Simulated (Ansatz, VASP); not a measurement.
Bi in VASP and in Ansatz

```xyz
2
Lattice="3.4954 0.0000 0.0000 -1.7477 3.0271 0.0000 0.0000 0.0000 6.0124" Properties=species:S:1:pos:R:3 pbc="T T T"
Bi    0.0000    2.0181    1.5031
Bi    1.7477    1.0090    4.5093
```

Alike in both runs: functional PBE; k mesh 13 × 13 × 7; occupations fermi-dirac, width 0.05 eV; no spin polarisation.

Ansatz relaxed the structure, and its values are those at the end. VASP's run is a single point on that final structure, the one shown.

|  | VASP | Ansatz |
| --- | --- | --- |
| version | VASP 6.6.1 | Ansatz 0.2.0 |
| potentials or method | VASP PAW PBE potentials, release 64 (Bi_d) | PAW with Ansatz's default frozen-core files, scalar-relativistic |
| plane-wave cutoff (eV) | 520 | 420 |
| valence electrons in the cell | 30 | 30 |

|  | VASP | Ansatz | Ansatz less VASP |
| --- | --- | --- | --- |
| pressure (GPa) | -0.1 | 0.0 | +0.07 |

With one functional, cell and mesh, what is left measures potentials, basis and numerics.

Spin-orbit coupling is off throughout.
